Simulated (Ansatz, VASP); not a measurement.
# One calculation of Ga, two programs

```
Ga
1.0
     2.79390    0.00000    0.00000
    -1.39695    2.41959    0.00000
     0.00000    0.00000    2.68084
Ga
1
Direct
  0.00000 0.00000 0.00000
```

Alike in both runs: functional PBEsol; k mesh 24 × 24 × 20; occupations gaussian, width 0.1 eV; no spin polarisation.

Ansatz relaxed the structure, and its values are those at the end. VASP's run is a single point on that final structure, the one shown.

|  | VASP | Ansatz |
| --- | --- | --- |
| version | VASP 6.6.1 | Ansatz 0.2.0 |
| potentials or method | VASP PAW PBE potentials, release 64 (Ga_d), cutoff 520 eV | scalar-relativistic, plane waves, PAW |
| valence electrons in the cell | 13 | 13 |

|  | VASP | Ansatz | Ansatz less VASP |
| --- | --- | --- | --- |
| gap on the k mesh at the Fermi level (eV) | none | none | - |
| pressure (GPa) | 0.0 | 0.0 | 0.00 |

VASP's potentials were made for PBE, not for PBEsol. A gap of «none» marks a metal or a gap that the smearing closes.
